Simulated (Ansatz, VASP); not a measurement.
BW3 in VASP and in Ansatz

```
B W
1.0
     4.16025    0.00000    0.00000
     0.00000    4.16025    0.00000
     0.00000    0.00000    4.16025
B W
1 3
Direct
  0.00000 0.00000 0.00000
  0.50000 0.00000 0.00000
  0.00000 0.50000 0.00000
  0.00000 0.00000 0.50000
```

Alike in both runs: functional PBE; k mesh 12 × 12 × 12; occupations gaussian, width 0.1 eV; no spin polarisation.

Ansatz relaxed the structure, and its values are those at the end. VASP's run is a single point on that final structure, the one shown.

|  | VASP | Ansatz |
| --- | --- | --- |
| version | VASP 6.6.1 | Ansatz 0.2.0 |
| potentials or method | VASP PAW PBE potentials, release 64 (B, W_sv), cutoff 520 eV | scalar-relativistic, plane waves, PAW |
| valence electrons in the cell | 45 | 45 |

Ansatz gave:

| Quantity | Value |
| --- | --- |
| gap on the k mesh at the Fermi level (eV) | none |
| pressure (GPa) | 0.0 |

**Question.** What did VASP give for the same quantities?

**Answer.** gap on the k mesh at the Fermi level (eV): none; pressure (GPa): 0.3.

A gap of «none» marks a metal or a gap that the smearing closes.

Neither program's run includes spin-orbit coupling.
